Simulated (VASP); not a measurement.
# TiO2 (C2/c) in VASP: notebook

Aim: see how the results for TiO2 move with the level of theory and the settings. Levels: PBEsol, LDA. Tasks: single point.

Everything below comes from runs of VASP 6.6.1. Logs are shortened: lines on timing, memory, paths and dates and some standing lists are left out, and cuts for length are marked.

### Step 1. The cell of the first run

Symmetry: C2/c, No. 15, monoclinic system. The conventional cell has a = 5.302 Å, b = 5.303 Å, c = 5.360 Å, α = 90.00°, β = 118.77°, γ = 90.00°. Within 2.5 Å of Ti (site symmetry 2) lie 6 O at 1.89 to 1.96 Å. Within 2.5 Å of O (site symmetry 1) lie 3 Ti at 1.89 to 1.96 Å and 2 O at 2.45 Å.

### Step 2. Single point, PBEsol (11.01 Å³/atom)

Input file INCAR:

```
ALGO = Normal
EDIFF = 1E-7
ENCUT = 520
GGA = PS
ISIF = 2
ISMEAR = -1
LASPH = T
LCHARG = T
LELF = T
LREAL = F
LVHAR = T
LWAVE = F
NBANDS = 33
NELM = 100
PREC = Accurate
SIGMA = 0.05
```

Input file KPOINTS:

```
k-points
0
Gamma
  8 8 6
```

Input file POSCAR:

```
TiO2
1.0
    2.6507933161     -2.6514016391      0.0000000000
    2.6507933161      2.6514016391      0.0000000000
   -2.5797703845      0.0000000000      4.6987189738
Ti O
2 4
Direct
    0.8658900000      0.1341100000      0.7500000000
    0.1341100000      0.8658900000      0.2500000000
    0.0887550000      0.3312210000      0.1671490000
    0.9112450000      0.6687790000      0.8328510000
    0.6687790000      0.9112450000      0.3328510000
    0.3312210000      0.0887550000      0.6671490000
```

Potentials or basis: VASP PAW PBE potentials, release 64 (Ti_sv, O).

Launch:

```
cat potpaw_PBE.64/Ti_sv/POTCAR potpaw_PBE.64/O/POTCAR > POTCAR
mpirun -np 1 vasp_std > vasp.out
```

OUTCAR:

```text
EDIFF = 1E-7
   ENCUT = 520
   GGA = PS
   ISIF = 2
   ISMEAR = -1
   LASPH = T
   LREAL = F
   NELM = 100
   PREC = Accurate

 ion  position               nearest neighbor table
   1  0.866  0.134  0.750-   4 1.89   6 1.89   6 1.94   4 1.94   3 1.96   5 1.96
   2  0.134  0.866  0.250-   5 1.89   3 1.89   5 1.94   3 1.94   6 1.96   4 1.96
   3  0.089  0.331  0.167-   2 1.89   2 1.94   1 1.96
   4  0.911  0.669  0.833-   1 1.89   1 1.94   2 1.96
   5  0.669  0.911  0.333-   2 1.89   2 1.94   1 1.96
   6  0.331  0.089  0.667-   1 1.89   1 1.94   2 1.96

  LATTYP: Found a base centered monoclinic cell.
 ALAT       =     5.3015866322
 B/A-ratio  =     1.0002294871
 C/A-ratio  =     1.0110809974
 COS(beta)  =    -0.4812705001

  Lattice vectors:

 A1 = (   2.6507933161,  -2.6514016391,   0.0000000000)
 A2 = (   2.6507933161,   2.6514016391,   0.0000000000)
 A3 = (  -2.5797703845,   0.0000000000,   4.6987189738)

Analysis of symmetry for initial positions (statically):
=====================================================================
 Subroutine PRICEL returns:
 Original cell was already a primitive cell.

 Routine SETGRP: Setting up the symmetry group for a
 base centered monoclinic supercell.

 Subroutine GETGRP returns: Found  4 space group operations
 (whereof  2 operations were pure point group operations)
 out of a pool of  4 trial point group operations.

The static configuration has the point symmetry S_2 .
 The point group associated with its full space group is C_2h.

Analysis of symmetry for dynamics (positions and initial velocities):
=====================================================================
 Subroutine PRICEL returns:
 Original cell was already a primitive cell.

 Routine SETGRP: Setting up the symmetry group for a
 base centered monoclinic supercell.

 Subroutine GETGRP returns: Found  4 space group operations
 (whereof  2 operations were pure point group operations)
 out of a pool of  4 trial point group operations.

The dynamic configuration has the point symmetry S_2 .
 The point group associated with its full space group is C_2h.

 Subroutine INISYM returns: Found  4 space group operations
 (whereof  2 operations are pure point group operations),
 and found     1 'primitive' translations

----------------------------------------------------------------------------------------

                                     Primitive cell

  volume of cell :      66.0482

  direct lattice vectors                    reciprocal lattice vectors
     2.650793316 -2.651401639  0.000000000     0.188622778 -0.188579502  0.103560877
     2.650793316  2.651401639  0.000000000     0.188622778  0.188579502  0.103560877
    -2.579770385  0.000000000  4.698718974     0.000000000  0.000000000  0.212823964

  length of vectors
     3.749218033  3.749218033  5.360333500     0.286121716  0.286121716  0.212823964

  position of ions in fractional coordinates (direct lattice)
     0.865890000  0.134110000  0.750000000
     0.134110000  0.865890000  0.250000000
     0.088755000  0.331221000  0.167149000
     0.911245000  0.668779000  0.832851000
     0.668779000  0.911245000  0.332851000
     0.331221000  0.088755000  0.667149000

  ion indices of the primitive-cell ions
   primitive index   ion index
                 1           1
                 2           2
                 3           3
                 4           4
                 5           5
                 6           6

----------------------------------------------------------------------------------------

 KPOINTS: k-points

Automatic generation of k-mesh.
 Grid dimensions read from file:
 generate k-points for:    8    8    6

 Generating k-lattice:

  Cartesian coordinates                     Fractional coordinates (reciprocal lattice)
     0.023577847 -0.023572438  0.012945110     0.125000000  0.000000000  0.000000000
     0.023577847  0.023572438  0.012945110     0.000000000  0.125000000  0.000000000
     0.000000000  0.000000000  0.035470661     0.000000000  0.000000000  0.166666667

  Length of vectors
     0.035765214  0.035765214  0.035470661

  Shift w.r.t. Gamma in fractional coordinates (k-lattice)
     0.000000000  0.000000000  0.000000000

 Subroutine IBZKPT returns following result:
 ===========================================

 Found    114 irreducible k-points:

 Following reciprocal coordinates:
            Coordinates               Weight
  0.000000  0.000000  0.000000      1.000000
  0.125000  0.000000  0.000000      4.000000
  0.250000  0.000000  0.000000      4.000000
  0.375000  0.000000  0.000000      4.000000
  0.500000  0.000000  0.000000      2.000000
  0.125000  0.125000  0.000000      2.000000
[... 16 lines left out ...]
  0.125000  0.000000  0.166667      4.000000
  0.250000  0.000000  0.166667      4.000000
 [... further k-points ...]
   k-points           NKPTS =    114   k-points in BZ     NKDIM =    114   number of bands    NBANDS=     33
   number of dos      NEDOS =    301   number of ions     NIONS =      6
   total plane-waves  NPLWV =  31360
   dimension x,y,z NGX =    28 NGY =   28 NGZ =   40
   dimension x,y,z NGXF=    56 NGYF=   56 NGZF=   80
   ions per type =               2   4
   NGX,Y,Z   is equivalent  to a cutoff of  12.42, 12.42, 12.41 a.u.
   NGXF,Y,Z  is equivalent  to a cutoff of  24.83, 24.83, 24.81 a.u.
 SYSTEM =  unknown system
   PREC   = accura    normal or accurate (medium, high low for compatibility)
   ISTART =      0    job   : 0-new  1-cont  2-samecut
   ICHARG =      2    charge: 1-file 2-atom 10-const
   ISPIN  =      1    spin polarized calculation?
   LNONCOLLINEAR =      F non collinear calculations
   LSORBIT =      F    spin-orbit coupling
   LASPH  =      T    aspherical Exc in radial PAW
   ENCUT  =  520.0 eV  38.22 Ry    6.18 a.u.   6.97  6.97  9.97*2*pi/ulx,y,z
   NELM   =    100;   NELMIN=  2; NELMDL= -5     # of ELM steps
   EDIFF  = 0.1E-06   stopping-criterion for ELM
   LREAL  =      F    real-space projection
   EDIFFG = 0.1E-05   stopping-criterion for IOM
   NSW    =      0    number of steps for IOM
   IBRION =     -1    ionic relax: 0-MD 1-quasi-New 2-CG
   NFREE  =      0    steps in history (QN), initial steepest desc. (CG)
   ISIF   =      2    stress and relaxation
   ISYM   =      2    0-nonsym 1-usesym 2-fastsym
   POTIM  = 0.5000    time-step for ionic-motion
   TEBEG  =    0.0;   TEEND  =   0.0 temperature during run
   PSTRESS=    0.0 pullay stress
   NELECT =      48.0000    total number of electrons
   NUPDOWN=      -1.0000    fix difference up-down
   EMIN   =  10.00;   EMAX   =-10.00  energy-range for DOS
   EFERMI =   0.00;   METHOD = LEGACY
   ISMEAR =    -1;   SIGMA  =   0.05  broadening in eV -4-tet -1-fermi 0-gaus
   EFERMI_NEDOS =   21; number of points for ismear=-14 and -15
   IALGO  =     38    algorithm
   IMIX   =      4    mixing-type and parameters
     AMIX     =   0.40;   BMIX     =  1.00
     AMIX_MAG =   1.60;   BMIX_MAG =  1.00
  volume/ion in A,a.u.               =      11.01        74.29
  Fermi-wavevector in a.u.,A,eV,Ry     =   1.471866  2.781424 29.475521  2.166390
  Thomas-Fermi vector in A             =   2.586950
   LORBIT       =      0    0 simple, 1 ext, 2 COOP (PROOUT), +10 PAW based schemes
   GGA     = PS    functional components
   LHFCALC =     F    Hartree Fock is set to
   AEXX    =    0.0000 exact exchange contribution
   IVDW    =     0    specifies the selected vdW correction
   LEPSILON=     F    determine dielectric tensor
   LRPA    =     F    only Hartree local field effects (RPA)
 non-spin polarized calculation
  energy-cutoff  :      520.00
  volume of cell :       66.05
 maximum number of plane-waves:      1794
   NGX = 13   NGY = 13   NGZ = 19

 number of electron      47.9999993 magnetization

 Free energy of the ion-electron system (eV)
  ---------------------------------------------------
  ext. energy  EPLUGINS =         0.00000000
  ---------------------------------------------------
  free energy    TOTEN  =       -56.17009586 eV

  energy without entropy =      -56.17009586  energy(sigma->0) =      -56.17009586

 E-fermi :   4.6527     XC(G=0): -11.1828

 val. band max:        3.5437613462   @ k =   0.5000   0.5000   0.0000
 cond. band min:       5.6836794802   @ k =   0.0000   0.0000   0.0000
 fundamental gap:      2.1399181341
 Fermi energy:         4.6527047079

 k-point     1 :       0.0000    0.0000    0.0000
  band No.  band energies     occupation
      1     -52.4437      2.00000
      2     -52.3707      2.00000
      3     -29.0841      2.00000
      4     -28.8044      2.00000
      5     -28.8043      2.00000
      6     -28.7240      2.00000
[... 25 lines left out ...]
     32       9.1643      0.00000
     33       9.1980      0.00000

 k-point     2 :       0.1250    0.0000    0.0000
  band No.  band energies     occupation
      1     -52.4411      2.00000
      2     -52.3725      2.00000
      3     -29.0774      2.00000
      4     -28.8277      2.00000
      5     -28.8064      2.00000
      6     -28.7322      2.00000
[... 25 lines left out ...]
     32       9.2917      0.00000
     33       9.6024      0.00000

 k-point     3 :       0.2500    0.0000    0.0000
  band No.  band energies     occupation
      1     -52.4341      2.00000
      2     -52.3776      2.00000
      3     -29.0611      2.00000
      4     -28.8815      2.00000
      5     -28.8108      2.00000
      6     -28.7521      2.00000
[... 25 lines left out ...]
     32       9.6581      0.00000
     33      10.1348      0.00000

 k-point     4 :       0.3750    0.0000    0.0000
  band No.  band energies     occupation
      1     -52.4254      2.00000
      2     -52.3844      2.00000
      3     -29.0422      2.00000
      4     -28.9367      2.00000
      5     -28.8149      2.00000
      6     -28.7657      2.00000
[... 673 lines left out ...]
     32       9.1004      0.00000
     33       9.2250      0.00000

 k-point    23 :       0.1250    0.0000    0.1667
  band No.  band energies     occupation
      1     -52.4328      2.00000
      2     -52.3809      2.00000
      3     -29.0248      2.00000
      4     -28.8443      2.00000
      5     -28.8181      2.00000
      6     -28.7210      2.00000
[... 25 lines left out ...]
     32       9.4258      0.00000
     33       9.5340      0.00000

 k-point    24 :       0.2500    0.0000    0.1667
  band No.  band energies     occupation
      1     -52.4241      2.00000
      2     -52.3877      2.00000
      3     -29.0011      2.00000
      4     -28.9048      2.00000
      5     -28.8208      2.00000
      6     -28.7485      2.00000
[... 25 lines left out ...]
     32       9.7517      0.00000
     33       9.9607      0.00000

 [... further k-points ...]

------------------------ aborting loop because EDIFF is reached ----------------------------------------

  FORCE on cell =-STRESS in cart. coord.  units (eV):
  Direction    XX          YY          ZZ          XY          YZ          ZX
  --------------------------------------------------------------------------------------
  -------------------------------------------------------------------------------------
  Total        2.6095299      2.5819913      3.0075987      0.0000000      0.0000000      0.0863987
  in kB       63.3012089     62.6331858     72.9574461      0.0000000      0.0000000      2.0958339
  external PRESSURE =      66.2972803 kB  Pullay stress =       0.0000000 kB

 VOLUME and BASIS-vectors are now :
 -----------------------------------------------------------------------------
  energy-cutoff  :      520.00
  volume of cell :       66.05
      direct lattice vectors                 reciprocal lattice vectors
     2.650793316 -2.651401639  0.000000000     0.188622778 -0.188579502  0.103560877
     2.650793316  2.651401639  0.000000000     0.188622778  0.188579502  0.103560877
    -2.579770385  0.000000000  4.698718974     0.000000000  0.000000000  0.212823964

 POSITION                                       TOTAL-FORCE (eV/Angst)
 -----------------------------------------------------------------------------------
      0.71597     -1.94024      3.52404         0.000000     -0.137576      0.000000
      2.00585      1.94024      1.17468         0.000000      0.137576      0.000000
      0.68206      0.64287      0.78539        -0.045683     -0.031456      0.152547
      2.03975     -0.64287      3.91333         0.045683      0.031456     -0.152547
      3.32964      0.64287      1.56397         0.045683     -0.031456     -0.152547
     -0.60782     -0.64287      3.13475        -0.045683      0.031456      0.152547
 -----------------------------------------------------------------------------------
    total drift:                                0.000000      0.000000     -0.000000

  FREE ENERGIE OF THE ION-ELECTRON SYSTEM (eV)
  ---------------------------------------------------
  free  energy   TOTEN  =       -56.1700958637 eV

  energy  without entropy=      -56.1700958637  energy(sigma->0) =      -56.17009586
```

Run time: 1.7 min. Hardware: 1 thread of Intel Xeon 6975P-C (Granite Rapids), shared host; peak memory 0.31 GiB.

What came out:

- Free energy: -56.1701 eV
- Pressure: 6.6 GPa
- Largest force: 0.162 eV/Å
- Band gap on the k mesh: 2.14 eV (least direct gap 2.49 eV)

Forces on the atoms (eV/Å):
```
Ti   0.000 -0.138  0.000
Ti   0.000  0.138  0.000
O   -0.046 -0.031  0.153
O    0.046  0.031 -0.153
O    0.046 -0.031 -0.153
O   -0.046  0.031  0.153
```

Stress tensor (GPa, compression positive):
```
6.33 0.00 0.21
0.00 6.26 0.00
0.21 0.00 7.30
```

Caveat: the cell stands under pressure; the PAW data sets were made with another functional, which shifts forces and pressure a little.

### Step 3. Single point, LDA (11.24 Å³/atom)

This run uses another cell than the first one, of 11.24 Å³/atom.

Input file INCAR:

```
PREC = Accurate
ENCUT = 520
EDIFF = 1E-7
ISMEAR = -1
SIGMA = 0.05
LREAL = False
LASPH = True
NELM = 100
ALGO = Normal
ISIF = 2
LWAVE = False
LCHARG = False
NBANDS = 33
```

Input file KPOINTS:

```
regular mesh
0
Gamma
  8 8 6
```

POSCAR: that of step 2 with these lines changed.

```diff
@@ -2,5 +2,5 @@
 1.0
-    2.6507933161     -2.6514016391      0.0000000000
-    2.6507933161      2.6514016391      0.0000000000
-   -2.5797703845      0.0000000000      4.6987189738
+    2.6694614897     -2.6700740968      0.0000000000
+    2.6694614897      2.6700740968      0.0000000000
+   -2.5979383801      0.0000000000      4.7318096342
 Ti O
```

Potentials or basis: VASP PAW LDA potentials, release 64 (Ti_sv, O).

Launch:

```
cat potpaw_LDA.64/Ti_sv/POTCAR potpaw_LDA.64/O/POTCAR > POTCAR
mpirun -np 1 vasp_std > vasp.out
```

Wall time 2.2 min (1 thread of Intel Xeon 6975P-C (Granite Rapids), shared host); peak memory 0.29 GiB.

It converged, with:

```
Free energy            : -58.8188 eV
Pressure               : -3.6 GPa
Largest force          : 0.117 eV/Å
Band gap on the k mesh : 2.03 eV (least direct gap 2.39 eV)
```

Forces on the atoms (eV/Å):
```
Ti   0.000 -0.117  0.000
Ti   0.000  0.117  0.000
O   -0.024  0.000 -0.079
O    0.024  0.000  0.079
O    0.024  0.000  0.079
O   -0.024  0.000 -0.079
```

Stress tensor (GPa, compression positive):
```
-3.85  0.00 -0.07
 0.00 -3.91  0.00
-0.07  0.00 -3.18
```

Levels at points of the mesh, in eV from the valence-band top:
```
           k point  band 22  band 23  band 24  band 25  band 26  band 27
(0.00, 0.00, 0.00)    -0.70    -0.48    -0.48     2.03     2.83     3.95
(0.50, 0.00, 0.00)    -0.99    -0.83    -0.62     3.28     3.46     3.51
(0.50, 0.50, 0.00)    -1.96    -0.01     0.00     3.33     3.37     3.66
(0.00, 0.00, 0.50)    -1.26    -0.11    -0.11     2.42     2.42     3.77
(0.50, 0.00, 0.50)    -0.97    -0.82    -0.62     3.13     3.59     3.60
(0.50, 0.50, 0.50)    -2.12    -0.02    -0.02     3.35     3.35     3.85
```

Caveat: the cell stands under tension.
